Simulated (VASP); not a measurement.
Wanted: the native input for a VASP 6.6.1 run.

| Quantity | Value |
| --- | --- |
| Task | single point |
| Functional | PBEsol |
| Potentials or basis | VASP PAW PBE potentials, release 64 (W_sv, C) |
| Cutoff | 520 eV |
| k mesh | 14 × 14 × 13 |
| Occupations | fermi-dirac, width 0.05 eV |
| Spin | no spin polarisation |
| Dipole correction | no |
| Further INCAR settings | ALGO = Normal; EDIFF = 1e-07; NBANDS = 16 |

The structure of WC lies in POSCAR:

```
WC
1.0
    2.9197106146      0.0000000000      0.0000000000
   -1.4598553073      2.5285435639      0.0000000000
    0.0000000000      0.0000000000      2.8477356453
W C
1 1
Direct
    0.0000000000      0.0000000000      0.0000000000
    0.6666666667      0.3333333333      0.5000000000
```

These files were run (other wordings do the same):

INCAR

```
SYSTEM = WC
PREC     = Accurate       ! precision mode
ENCUT    = 520            ! plane-wave cutoff, eV
EDIFF    = 1E-7           ! SCF threshold, eV
ISMEAR   = -1             ! smearing method
SIGMA    = 0.05           ! smearing width, eV
LREAL    = .FALSE.        ! projectors in reciprocal space
LASPH    = .TRUE.         ! aspherical terms in the spheres
NELM     = 100            ! most SCF steps
ALGO     = Normal         ! electronic algorithm
ISIF     = 2              ! what is computed and relaxed
LWAVE    = .FALSE.        ! write WAVECAR
LCHARG   = .TRUE.         ! write CHGCAR
GGA      = PS             ! functional
LELF     = .TRUE.         ! ELF
LVHAR    = .TRUE.       
NBANDS   = 16             ! bands
```

KPOINTS

```
Automatic mesh
0
G
  14 14 13
  0 0 0
```

Potentials or basis: VASP PAW PBE potentials, release 64 (W_sv, C).

The run is started by

```sh
$ cat potpaw_PBE.64/W_sv/POTCAR potpaw_PBE.64/C/POTCAR > POTCAR
$ mpirun -np 1 vasp_std > vasp.out
```

Results of the run:

```yaml
Pressure: -7.3 GPa
Band_gap_on_the_k_mesh: zero (bands 9 and 10 overlap by 1.31 eV)
```

Caveat: the cell stands under tension; the PAW data sets were made with another functional, which shifts forces and pressure a little; spin-orbit coupling is left out, which moves the levels of the heavy elements.

Run time: 34 s on 1 thread of Intel(R) Xeon(R) Platinum 8259CL CPU @ 2.50GHz (Skylake/Cascade Lake), on a shared host, peak memory 0.18 GiB.
